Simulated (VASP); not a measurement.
A run of VASP 6.6.1:

File INCAR:

```
  PREC = Accurate
  ENCUT = 520
  EDIFF = 1E-6
  ISMEAR = 0
  SIGMA = 0.02
  LREAL = F
  LASPH = T
  NELM = 100
  ALGO = Normal
  ISIF = 2
  LWAVE = F
  LCHARG = T
  GGA = PE
  LELF = T
  LVHAR = T
  NBANDS = 21
```

Contents of KPOINTS:

```
regular mesh
0
Gamma
  8 4 8
```

Contents of POSCAR:

```
HgH
1.0
    3.7036326428      0.1041355335      0.0567786335
    0.1635958509      8.3375534446     -0.0986697705
   -1.7950286290     -0.1065927907      3.2424972837
Hg H
2 2
Direct
    0.8784837391      0.2492840861      0.8690787693
    0.3737969652      0.7502674721      0.3768504424
    0.1970980154     -0.0957369040      0.5549904404
    0.5503538855      0.5961853458      0.1988129531
```

Potentials or basis: VASP PAW PBE potentials, release 64 (Hg, H).

Launch:

```console
$ cat potpaw_PBE.64/Hg/POTCAR potpaw_PBE.64/H/POTCAR > POTCAR
$ mpirun -np 1 vasp_std > vasp.out
```

Hardware: 1 thread of Intel(R) Xeon(R) Platinum 8559C (Emerald Rapids) (shared host).

Problem. Estimate the wall time of this run.

Solution. It took 110 s on 1 thread of Intel(R) Xeon(R) Platinum 8559C (Emerald Rapids), on a shared host, peak memory 0.37 GiB. Counts: scf iterations 13, k points 132.
